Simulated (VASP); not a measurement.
Input of a VASP 6.6.1 run:

INCAR

```
ALGO = Normal
EDIFF = 1E-6
ENCUT = 520
GGA = PE
ISIF = 2
ISMEAR = 0
LASPH = True
LCHARG = False
LREAL = False
LWAVE = False
NBANDS = 15
NELM = 60
PREC = Accurate
SIGMA = 0.05
```

Contents of KPOINTS:

```
k-points
0
Gamma
  8 8 8
```

The input POSCAR:

```
KF
1.0
    0.0000000000      2.7105354767      3.1171157982
    2.9002729601      0.0000000000      3.1171157982
    2.9002729601      2.7105354767      0.0000000000
K F
1 1
Direct
    0.0000000000      0.0000000000      0.0000000000
    0.5000000000      0.5000000000      0.5000000000
```

Potentials or basis: VASP PAW PBE potentials, release 64 (K_sv, F).

Command:

```bash
$ cat potpaw_PBE.64/K_sv/POTCAR potpaw_PBE.64/F/POTCAR > POTCAR
$ mpirun -np 1 vasp_std > vasp.out
```

Problem. Estimate the pressure.

Solution. -3.2 GPa.

Problem. Estimate the band gap on the k mesh.

Solution. 4.98 eV.

Stress tensor (GPa, compression positive):
```
-3.55  0.00  0.00
 0.00 -2.33  0.00
 0.00  0.00 -3.66
```

Caveat: the cell differs from its parent crystal (normal strain along x +0.0700, normal strain along z +0.1500); the cell stands under tension. A k mesh can miss the band edges.
